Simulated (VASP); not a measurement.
# CuH2 (P4_2/mcm) in VASP: single point with PBE

Aim: the single point of CuH2 with PBE.

Everything below comes from runs of VASP 6.6.1. Logs are shortened: lines on timing, memory, paths and dates and some standing lists are left out, and cuts for length are marked.

### 1 The cell of the first run

The structure is tetragonal, space group P4_2/mcm (No. 132). Conventional cell: a = 3.254 Å, b = 3.254 Å, c = 4.839 Å, α = 90.00°, β = 90.00°, γ = 90.00°. Within 2.2 Å of Cu (site symmetry -42m) lie 4 H at 1.64 Å. Within 2.4 Å of H (site symmetry m2m) lie 2 Cu at 1.64 Å and 4 H at 2.22 to 2.38 Å.

### 2 Single point, PBE

File POSCAR:

```
CuH2
1.0
    3.2544207701      0.0000000000      0.0000000000
    0.0000000000      3.2544207701      0.0000000000
    0.0000000000      0.0000000000      4.8392134955
Cu H
2 4
Direct
    0.0000000000      0.0000000000      0.7500000000
    0.0000000000      0.0000000000      0.2500000000
    0.2415045896      0.2415045896      0.0000000000
    0.7584954104      0.7584954104      0.0000000000
    0.2415045896      0.7584954104      0.5000000000
    0.7584954104      0.2415045896      0.5000000000
```

File INCAR.step1:

```
SYSTEM = CuH2
  ALGO = Normal
  EDIFF = 1E-6
  ENCUT = 520
  GGA = PE
  ISIF = 2
  ISMEAR = 0
  LASPH = .TRUE.
  LCHARG = .TRUE.
  LMAXMIX = 4
  LREAL = .FALSE.
  LWAVE = .FALSE.
  NBANDS = 22
  NELM = 80
  PREC = Accurate
  SIGMA = 0.1
```

File KPOINTS.step1:

```
k-points
0
G
  12 12 8
  0 0 0
```

File INCAR.step2:

```
SYSTEM = CuH2
  ALGO = Normal
  EDIFF = 1E-6
  ENCUT = 520
  GGA = PE
  ICHARG = 11
  ISIF = 2
  ISMEAR = -5
  LASPH = .TRUE.
  LCHARG = .FALSE.
  LMAXMIX = 4
  LORBIT = 11
  LREAL = .FALSE.
  LWAVE = .FALSE.
  NEDOS = 1001
  NELM = 80
  PREC = Accurate
  SIGMA = 0.1
```

File KPOINTS.step2:

```
k-points
0
G
  18 18 12
  0 0 0
```

Potentials or basis: VASP PAW PBE potentials, release 64 (Cu, H).

On the command line:

```sh
> cat potpaw_PBE.64/Cu/POTCAR potpaw_PBE.64/H/POTCAR > POTCAR
> cp INCAR.step1 INCAR
> cp KPOINTS.step1 KPOINTS
> mpirun -np 1 vasp_std > vasp.out
> cp INCAR.step2 INCAR
> cp KPOINTS.step2 KPOINTS
> mpirun -np 1 vasp_std > vasp.out
```

OUTCAR:

```text
SYSTEM = CuH2
   EDIFF = 1E-6
   ENCUT = 520
   GGA = PE
   ICHARG = 11
   ISIF = 2
   ISMEAR = -5
   LASPH = .TRUE.
   LORBIT = 11
   LREAL = .FALSE.
   NELM = 80
   PREC = Accurate

 ion  position               nearest neighbor table
   1  0.000  0.000  0.750-   3 1.64   4 1.64   5 1.64   6 1.64   2 2.42   2 2.42
   2  0.000  0.000  0.250-   3 1.64   4 1.64   5 1.64   6 1.64   1 2.42   1 2.42
   3  0.242  0.242  0.000-   1 1.64   2 1.64
   4  0.758  0.758  0.000-   1 1.64   2 1.64
   5  0.242  0.758  0.500-   1 1.64   2 1.64
   6  0.758  0.242  0.500-   1 1.64   2 1.64

  LATTYP: Found a simple tetragonal cell.
 ALAT       =     3.2544207701
 C/A-ratio  =     1.4869661416

  Lattice vectors:

 A1 = (   3.2544207701,   0.0000000000,   0.0000000000)
 A2 = (   0.0000000000,   3.2544207701,   0.0000000000)
 A3 = (   0.0000000000,   0.0000000000,   4.8392134955)

Analysis of symmetry for initial positions (statically):
=====================================================================
 Subroutine PRICEL returns:
 Original cell was already a primitive cell.

 Routine SETGRP: Setting up the symmetry group for a
 simple tetragonal supercell.

 Subroutine GETGRP returns: Found 16 space group operations
 (whereof  8 operations were pure point group operations)
 out of a pool of 16 trial point group operations.

The static configuration has the point symmetry D_2h.
 The point group associated with its full space group is D_4h.

Analysis of symmetry for dynamics (positions and initial velocities):
=====================================================================
 Subroutine PRICEL returns:
 Original cell was already a primitive cell.

 Routine SETGRP: Setting up the symmetry group for a
 simple tetragonal supercell.

 Subroutine GETGRP returns: Found 16 space group operations
 (whereof  8 operations were pure point group operations)
 out of a pool of 16 trial point group operations.

The dynamic configuration has the point symmetry D_2h.
 The point group associated with its full space group is D_4h.

 Subroutine INISYM returns: Found 16 space group operations
 (whereof  8 operations are pure point group operations),
 and found     1 'primitive' translations

----------------------------------------------------------------------------------------

                                     Primitive cell

  volume of cell :      51.2533

  direct lattice vectors                    reciprocal lattice vectors
[... 113 lines left out ...]
   EFERMI_NEDOS =   21; number of points for ismear=-14 and -15
   IALGO  =     38    algorithm
   IMIX   =      4    mixing-type and parameters
     AMIX     =   0.40;   BMIX     =  1.00
     AMIX_MAG =   1.60;   BMIX_MAG =  1.00
  volume/ion in A,a.u.               =       8.54        57.65
  Fermi-wavevector in a.u.,A,eV,Ry     =   1.305645  2.467312 23.193984  1.704710
  Thomas-Fermi vector in A             =   2.436500
   LORBIT       =     11    0 simple, 1 ext, 2 COOP (PROOUT), +10 PAW based schemes
   GGA     = PE    functional components
   LHFCALC =     F    Hartree Fock is set to
   AEXX    =    0.0000 exact exchange contribution
   IVDW    =     0    specifies the selected vdW correction
   LEPSILON=     F    determine dielectric tensor
   LRPA    =     F    only Hartree local field effects (RPA)
 non-spin polarized calculation
 Fermi weights with tetrahedron method with Bloechl corrections
  energy-cutoff  :      520.00
  volume of cell :       51.25
 maximum number of plane-waves:      1402

 number of electron      25.9999971 magnetization

 Free energy of the ion-electron system (eV)
  ---------------------------------------------------
  ext. energy  EPLUGINS =         0.00000000
  ---------------------------------------------------
  free energy    TOTEN  =       -18.21570661 eV

  energy without entropy =      -18.21570661  energy(sigma->0) =      -18.21570661

 E-fermi :   2.4539     XC(G=0):  -9.9649

 val. band max:        2.4838396487   @ k =   0.3333   0.2778   0.5000
 cond. band min:       2.3816133875   @ k =   0.3333   0.0000   0.5000
 fundamental gap:     -0.1022262611
 Fermi energy:         2.4539436143

 k-point     1 :       0.0000    0.0000    0.0000
  band No.  band energies     occupation
      1      -7.1277      2.00000
      2      -3.2146      2.00000
      3      -2.2734      2.00000
      4      -2.2734      2.00000
      5      -1.7532      2.00000
      6      -0.9891      2.00000
[... 457 lines left out ...]
      4      -2.1757      2.00000
      5      -1.3748      2.00000
      6      -0.7538      2.00000
[... 9 lines left out ...]
     16       9.5947      0.00000
     17       9.8428      0.00000

 [... further k-points ...]

------------------------ aborting loop because EDIFF is reached ----------------------------------------

  FORCE on cell =-STRESS in cart. coord.  units (eV):
  Direction    XX          YY          ZZ          XY          YZ          ZX
  --------------------------------------------------------------------------------------
  -------------------------------------------------------------------------------------
  Total        0.0492837      0.0492837      0.2197432      0.0000000      0.0000000      0.0000000
  in kB        1.5406062      1.5406062      6.8691625      0.0000000      0.0000000      0.0000000
  external PRESSURE =       3.3167916 kB  Pullay stress =       0.0000000 kB

 VOLUME and BASIS-vectors are now :
 -----------------------------------------------------------------------------
  energy-cutoff  :      520.00
  volume of cell :       51.25
      direct lattice vectors                 reciprocal lattice vectors
     3.254420770  0.000000000  0.000000000     0.307274342  0.000000000  0.000000000
     0.000000000  3.254420770  0.000000000     0.000000000  0.307274342  0.000000000
     0.000000000  0.000000000  4.839213496     0.000000000  0.000000000  0.206645150

 POSITION                                       TOTAL-FORCE (eV/Angst)
 -----------------------------------------------------------------------------------
      0.00000      0.00000      3.62941         0.000000      0.000000     -0.000000
      0.00000      0.00000      1.20980        -0.000000     -0.000000      0.000000
      0.78596      0.78596      0.00000         0.014687      0.014687     -0.000000
      2.46846      2.46846      0.00000        -0.014687     -0.014687     -0.000000
      0.78596      2.46846      2.41961         0.014687     -0.014687     -0.000000
      2.46846      0.78596      2.41961        -0.014687      0.014687     -0.000000
 -----------------------------------------------------------------------------------
    total drift:                               -0.000000      0.000000      0.000000

  FREE ENERGIE OF THE ION-ELECTRON SYSTEM (eV)
  ---------------------------------------------------
  free  energy   TOTEN  =       -18.2157066116 eV

  energy  without entropy=      -18.2157066116  energy(sigma->0) =      -18.21570661

 total charge

# of ion       s       p       d       tot
------------------------------------------
    1        0.461   0.445   9.142  10.049
    2        0.461   0.445   9.142  10.049
    3        0.506   0.018   0.000   0.524
    4        0.506   0.018   0.000   0.524
    5        0.506   0.018   0.000   0.524
    6        0.506   0.018   0.000   0.524
--------------------------------------------------
tot          2.946   0.962  18.285  22.193
```

OUTCAR.step1:

```text
SYSTEM = CuH2
   EDIFF = 1E-6
   ENCUT = 520
   GGA = PE
   ISIF = 2
   ISMEAR = 0
[... 839 lines left out ...]
      0.78596      0.78596      0.00000         0.016772      0.016772     -0.000000
      2.46846      2.46846      0.00000        -0.016772     -0.016772      0.000000
      0.78596      2.46846      2.41961         0.016772     -0.016772      0.000000
      2.46846      0.78596      2.41961        -0.016772      0.016772     -0.000000
 -----------------------------------------------------------------------------------
    total drift:                                0.000000     -0.000000      0.000000

  FREE ENERGIE OF THE ION-ELECTRON SYSTEM (eV)
  ---------------------------------------------------
  free  energy   TOTEN  =       -18.2212946174 eV

  energy  without entropy=      -18.2141850877  energy(sigma->0) =      -18.21773985
```

Run time: 3.7 min. Hardware: 1 thread of Intel Xeon Platinum 8488C (Sapphire Rapids), shared host; peak memory 0.39 GiB.

Results:

```yaml
Valence_electrons_inside_the_program's_atomic_spheres: Cu 10.05; H 0.52
```

Caveat: tetrahedron occupations give inexact forces and stress in metals.
